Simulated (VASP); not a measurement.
# Si (C2/m) in VASP: single point with PBE+D3(BJ)

Aim: the single point of Si with PBE+D3(BJ).

Program: VASP 6.6.1. These are calculated values, not measurements. Logs are shortened: lines on timing, memory, paths and dates and some standing lists are left out, and cuts for length are marked.

### 1 The cell of the first run

It takes space group C2/m (No. 12, monoclinic). The conventional cell has a = 3.942 Å, b = 3.298 Å, c = 2.572 Å, α = 90.00°, β = 123.71°, γ = 90.00°. Within 3.4 Å of Si (site symmetry 2/m) lie 14 Si at 2.57 to 3.30 Å.

### 2 Single point, PBE+D3(BJ) (the cell strained at random)

Contents of INCAR:

```
SYSTEM = Si
ALGO = Normal
EDIFF = 1E-6
ENCUT = 520
GGA = PE
ISIF = 2
ISMEAR = 0
IVDW = 12
LASPH = .True.
LCHARG = .True.
LELF = .True.
LREAL = .False.
LVHAR = .True.
LWAVE = .False.
NBANDS = 8
NELM = 80
PREC = Accurate
SIGMA = 0.05
```

Contents of KPOINTS:

```
k-points
0
Gamma
  13 13 13
  0 0 0
```

Contents of POSCAR:

```
Si
1.0
   -1.6488737171      1.7232180488      1.3792450192
    1.6495200130     -1.5719050989      1.1879442967
    1.6482431268      1.5725780968     -1.1888486336
Si
1
Direct
    0.0055650000     -0.0036480000     -0.0086830000
```

Potentials or basis: VASP PAW PBE potentials, release 64 (Si).

Command:

```sh
> cat potpaw_PBE.64/Si/POTCAR > POTCAR
> mpirun -np 1 vasp_std > vasp.out
```

OUTCAR:

```text
SYSTEM = Si
   EDIFF = 1E-6
   ENCUT = 520
   GGA = PE
   ISIF = 2
   ISMEAR = 0
   IVDW = 12
   LASPH = .True.
   LREAL = .False.
   NELM = 80
   PREC = Accurate
 IVDW          = 12

 ion  position               nearest neighbor table
   1  0.006  0.996  0.991-

  LATTYP: Found a base centered monoclinic cell.
 ALAT       =     4.4143901071
 B/A-ratio  =     0.7470484603
 C/A-ratio  =     0.5825594802
 COS(beta)  =    -0.6695449123

  Lattice vectors:

 A1 = (  -1.6488894227,  -1.7238910467,  -1.3783406823)
 A2 = (   1.6488737171,  -1.7232180488,  -1.3792450192)
 A3 = (   0.0006462959,   0.1513129499,   2.5671893159)

Analysis of symmetry for initial positions (statically):
=====================================================================
 Subroutine PRICEL returns:
 Original cell was already a primitive cell.

 Routine SETGRP: Setting up the symmetry group for a
 base centered monoclinic supercell.

 Subroutine GETGRP returns: Found  4 space group operations
 (whereof  1 operations were pure point group operations)
 out of a pool of  4 trial point group operations.

The static configuration has the point symmetry C_1 .
 The point group associated with its full space group is C_2h.

Analysis of symmetry for dynamics (positions and initial velocities):
=====================================================================
 Subroutine PRICEL returns:
 Original cell was already a primitive cell.

 Routine SETGRP: Setting up the symmetry group for a
 base centered monoclinic supercell.

 Subroutine GETGRP returns: Found  4 space group operations
 (whereof  1 operations were pure point group operations)
 out of a pool of  4 trial point group operations.

The dynamic configuration has the point symmetry C_1 .
 The point group associated with its full space group is C_2h.

 Subroutine INISYM returns: Found  4 space group operations
 (whereof  1 operations are pure point group operations),
 and found     1 'primitive' translations

----------------------------------------------------------------------------------------

                                     Primitive cell

  volume of cell :      13.9036

  direct lattice vectors                    reciprocal lattice vectors
    -1.648873717  1.723218049  1.379245019     0.000044740  0.281873610  0.372917119
     1.649520013 -1.571905099  1.187944297     0.303347606 -0.022517221  0.390781891
     1.648243127  1.572578097 -1.188848634     0.303168760  0.304516115 -0.018024837

  length of vectors
     2.755101051  2.569632963  2.569643623     0.467461134  0.495214379  0.430077035

  position of ions in fractional coordinates (direct lattice)
     0.005565000  0.996352000  0.991317000

  ion indices of the primitive-cell ions
   primitive index   ion index
                 1           1

----------------------------------------------------------------------------------------

 KPOINTS: k-points

Automatic generation of k-mesh.
 Grid dimensions read from file:
 generate k-points for:   13   13   13

 Generating k-lattice:

  Cartesian coordinates                     Fractional coordinates (reciprocal lattice)
     0.000003442  0.021682585  0.028685932     0.076923077  0.000000000 -0.000000000
     0.023334431 -0.001732094  0.030060145    -0.000000000  0.076923077  0.000000000
     0.023320674  0.023424317 -0.001386526     0.000000000 -0.000000000  0.076923077

  Length of vectors
     0.035958549  0.038093414  0.033082849

  Shift w.r.t. Gamma in fractional coordinates (k-lattice)
     0.000000000  0.000000000  0.000000000

 Subroutine IBZKPT returns following result:
 ===========================================

 Found    595 irreducible k-points:

 Following reciprocal coordinates:
            Coordinates               Weight
  0.000000  0.000000  0.000000      1.000000
  0.076923  0.000000  0.000000      2.000000
  0.153846  0.000000  0.000000      2.000000
  0.230769  0.000000 -0.000000      2.000000
  0.307692  0.000000  0.000000      2.000000
  0.384615  0.000000  0.000000      2.000000
[... 16 lines left out ...]
  0.153846  0.153846  0.000000      4.000000
  0.230769  0.153846  0.000000      4.000000
 [... further k-points ...]
   k-points           NKPTS =    595   k-points in BZ     NKDIM =    595   number of bands    NBANDS=      8
   number of dos      NEDOS =    301   number of ions     NIONS =      1
   total plane-waves  NPLWV =   8000
   dimension x,y,z NGX =    20 NGY =   20 NGZ =   20
   dimension x,y,z NGXF=    40 NGYF=   40 NGZF=   40
   ions per type =               1
   NGX,Y,Z   is equivalent  to a cutoff of  12.07, 12.94, 12.94 a.u.
   NGXF,Y,Z  is equivalent  to a cutoff of  24.14, 25.88, 25.88 a.u.
 SYSTEM =  Si
   PREC   = accura    normal or accurate (medium, high low for compatibility)
   ISTART =      0    job   : 0-new  1-cont  2-samecut
   ICHARG =      2    charge: 1-file 2-atom 10-const
   ISPIN  =      1    spin polarized calculation?
   LNONCOLLINEAR =      F non collinear calculations
   LSORBIT =      F    spin-orbit coupling
   LASPH  =      T    aspherical Exc in radial PAW
   ENCUT  =  520.0 eV  38.22 Ry    6.18 a.u.   5.12  4.78  4.78*2*pi/ulx,y,z
   NELM   =     80;   NELMIN=  2; NELMDL= -5     # of ELM steps
   EDIFF  = 0.1E-05   stopping-criterion for ELM
   LREAL  =      F    real-space projection
   EDIFFG = 0.1E-04   stopping-criterion for IOM
   NSW    =      0    number of steps for IOM
   IBRION =     -1    ionic relax: 0-MD 1-quasi-New 2-CG
   NFREE  =      0    steps in history (QN), initial steepest desc. (CG)
   ISIF   =      2    stress and relaxation
   ISYM   =      2    0-nonsym 1-usesym 2-fastsym
   POTIM  = 0.5000    time-step for ionic-motion
   TEBEG  =    0.0;   TEEND  =   0.0 temperature during run
   PSTRESS=    0.0 pullay stress
   NELECT =       4.0000    total number of electrons
   NUPDOWN=      -1.0000    fix difference up-down
   EMIN   =  10.00;   EMAX   =-10.00  energy-range for DOS
   EFERMI =   0.00;   METHOD = LEGACY
   ISMEAR =     0;   SIGMA  =   0.05  broadening in eV -4-tet -1-fermi 0-gaus
   EFERMI_NEDOS =   21; number of points for ismear=-14 and -15
   IALGO  =     38    algorithm
   IMIX   =      4    mixing-type and parameters
     AMIX     =   0.40;   BMIX     =  1.00
     AMIX_MAG =   1.60;   BMIX_MAG =  1.00
  volume/ion in A,a.u.               =      13.90        93.83
  Fermi-wavevector in a.u.,A,eV,Ry     =   1.080735  2.042294 15.891453  1.167989
  Thomas-Fermi vector in A             =   2.216734
   LORBIT       =      0    0 simple, 1 ext, 2 COOP (PROOUT), +10 PAW based schemes
   GGA     = PE    functional components
   LHFCALC =     F    Hartree Fock is set to
   AEXX    =    0.0000 exact exchange contribution
   IVDW    =    12    specifies the selected vdW correction
   LEPSILON=     F    determine dielectric tensor
   LRPA    =     F    only Hartree local field effects (RPA)
 non-spin polarized calculation
 Gauss-broadening in eV      SIGMA  =   0.05
  energy-cutoff  :      520.00
  volume of cell :       13.90
 maximum number of plane-waves:       386
   NGX = 11   NGY =  9   NGZ =  9

 number of electron       4.0000000 magnetization

 Free energy of the ion-electron system (eV)
  ---------------------------------------------------
  ext. energy  EPLUGINS =         0.00000000
  ---------------------------------------------------
  free energy    TOTEN  =        -4.93956489 eV

  energy without entropy =       -4.93931297  energy(sigma->0) =       -4.93943893

 E-fermi :  10.6054     XC(G=0): -11.3350

 val. band max:       10.5990389375   @ k =  -0.2308  -0.3846   0.2308
 cond. band min:      10.6171449508   @ k =   0.4615  -0.3077   0.3077
 fundamental gap:      0.0181060133
 Fermi energy:        10.6054110007

 k-point     1 :       0.0000    0.0000    0.0000
  band No.  band energies     occupation
      1      -4.1679      2.00000
      2      19.6376      0.00000
      3      20.2657      0.00000
      4      20.4058      0.00000
      5      22.5804      0.00000
      6      24.3571      0.00000
      7      26.3339      0.00000
      8      26.9058      0.00000

 k-point     2 :       0.0769    0.0000    0.0000
  band No.  band energies     occupation
      1      -3.9801      2.00000
      2      18.6429      0.00000
      3      19.8720      0.00000
      4      20.5171      0.00000
      5      21.5149      0.00000
      6      25.3459      0.00000
      7      26.0128      0.00000
      8      26.3972      0.00000

 k-point     3 :       0.1538    0.0000    0.0000
  band No.  band energies     occupation
      1      -3.4178      2.00000
      2      17.0945      0.00000
      3      17.6185      0.00000
      4      19.2694      0.00000
      5      22.0797      0.00000
      6      25.1958      0.00000
      7      25.5258      0.00000
      8      27.4187      0.00000

 k-point     4 :       0.2308    0.0000   -0.0000
  band No.  band energies     occupation
      1      -2.4841      2.00000
      2      13.6992      0.00000
      3      16.8944      0.00000
      4      18.6261      0.00000
      5      20.9326      0.00000
      6      23.9301      0.00000
      7      27.1741      0.00000
      8      29.5646      0.00000

 k-point     5 :       0.3077    0.0000    0.0000
  band No.  band energies     occupation
      1      -1.1842      2.00000
      2      10.4716      1.99985
      3      16.4944      0.00000
      4      18.1767      0.00000
      5      19.5041      0.00000
      6      22.6983      0.00000
      7      29.6475      0.00000
      8      31.1334      0.00000

 k-point     6 :       0.3846    0.0000    0.0000
  band No.  band energies     occupation
      1       0.4747      2.00000
      2       7.5027      2.00000
      3      16.4216      0.00000
      4      17.9297      0.00000
      5      18.2872      0.00000
      6      21.7501      0.00000
      7      31.2474      0.00000
      8      32.3671      0.00000

 k-point     7 :       0.4615    0.0000    0.0000
  band No.  band energies     occupation
      1       2.4826      2.00000
      2       4.8340      2.00000
      3      16.6473      0.00000
      4      17.4045      0.00000
      5      17.8368      0.00000
      6      21.2281      0.00000
      7      31.4001      0.00000
      8      34.7135      0.00000
[... 133 lines left out ...]
 k-point    20 :      -0.0769    0.0769    0.0000
  band No.  band energies     occupation
      1      -4.0098      2.00000
      2      17.1377      0.00000
      3      20.4300      0.00000
      4      21.4522      0.00000
      5      22.8597      0.00000
      6      24.6230      0.00000
      7      26.4058      0.00000
      8      27.2510      0.00000

 k-point    21 :      -0.0000    0.1538    0.0000
  band No.  band energies     occupation
      1      -3.3265      2.00000
      2      16.8279      0.00000
      3      18.7388      0.00000
      4      19.3397      0.00000
      5      21.4487      0.00000
      6      24.6688      0.00000
      7      26.1655      0.00000
      8      27.0715      0.00000

 k-point    22 :       0.0769    0.1538    0.0000
  band No.  band energies     occupation
      1      -2.6617      2.00000
      2      16.2129      0.00000
      3      17.0019      0.00000
      4      18.1052      0.00000
      5      20.6162      0.00000
      6      23.9809      0.00000
      7      26.2374      0.00000
      8      28.0100      0.00000

 k-point    23 :       0.1538    0.1538    0.0000
  band No.  band energies     occupation
      1      -1.6278      2.00000
      2      13.1319      0.00000
      3      15.7307      0.00000
      4      17.0686      0.00000
      5      21.9471      0.00000
      6      23.3700      0.00000
      7      26.1269      0.00000
      8      27.4262      0.00000

 k-point    24 :       0.2308    0.1538    0.0000
  band No.  band energies     occupation
      1      -0.2307      2.00000
      2      10.0601      2.00000
      3      14.2439      0.00000
      4      16.7275      0.00000
      5      21.6786      0.00000
      6      23.9931      0.00000
      7      26.8382      0.00000
      8      27.6075      0.00000

 [... further k-points ...]

------------------------ aborting loop because EDIFF is reached ----------------------------------------

 Edisp (eV)   -0.44734

 E8    (eV) :    -0.1831

  FORCE on cell =-STRESS in cart. coord.  units (eV):
  Direction    XX          YY          ZZ          XY          YZ          ZX
  --------------------------------------------------------------------------------------
  -------------------------------------------------------------------------------------
  Total      -0.00672    -0.00812    -0.01081     0.00000     0.00185    -0.00000
  in kB      -0.77417    -0.93614    -1.24586     0.00009     0.21332    -0.00016
  external pressure =       -0.99 kB  Pullay stress =        0.00 kB

 VOLUME and BASIS-vectors are now :
 -----------------------------------------------------------------------------
  energy-cutoff  :      520.00
  volume of cell :       13.90
      direct lattice vectors                 reciprocal lattice vectors
    -1.648873717  1.723218049  1.379245019     0.000044740  0.281873610  0.372917119
     1.649520013 -1.571905099  1.187944297     0.303347606 -0.022517221  0.390781891
     1.648243127  1.572578097 -1.188848634     0.303168760  0.304516115 -0.018024837

 POSITION                                       TOTAL-FORCE (eV/Angst)
 -----------------------------------------------------------------------------------
      3.26826      0.00234      0.01276         0.000000     -0.000000     -0.000000
 -----------------------------------------------------------------------------------
    total drift:                               -0.000000     -0.000000      0.000000

  FREE ENERGIE OF THE ION-ELECTRON SYSTEM (eV)
  ---------------------------------------------------
  free  energy   TOTEN  =        -5.3869004986 eV

  energy  without entropy=       -5.3866485805  energy(sigma->0) =       -5.38677454
```

Wall time 26 s (1 thread of Intel Xeon Platinum 8488C (Sapphire Rapids), shared host); peak memory 0.17 GiB.

What came out:

```
Free energy                : -5.3869 eV
Pressure                   : -0.1 GPa
Band gap on the k mesh     : zero (band 2 reaches 19.64 eV, above the bottom of band 3 at 7.22 eV)
Dispersion energy per atom : -0.447 eV
```

Levels at points of the mesh, in eV from the Fermi level:
| k point | band 1 | band 2 | band 3 | band 4 | band 5 | band 6 |
| --- | --- | --- | --- | --- | --- | --- |
| (0.00, 0.00, 0.00) | -14.77 | 9.03 | 9.66 | 9.80 | 11.97 | 13.75 |

Caveat: the cell differs from its parent crystal (the cell strained at random); pairwise dispersion overbinds metals, which lowers pressure and volume.
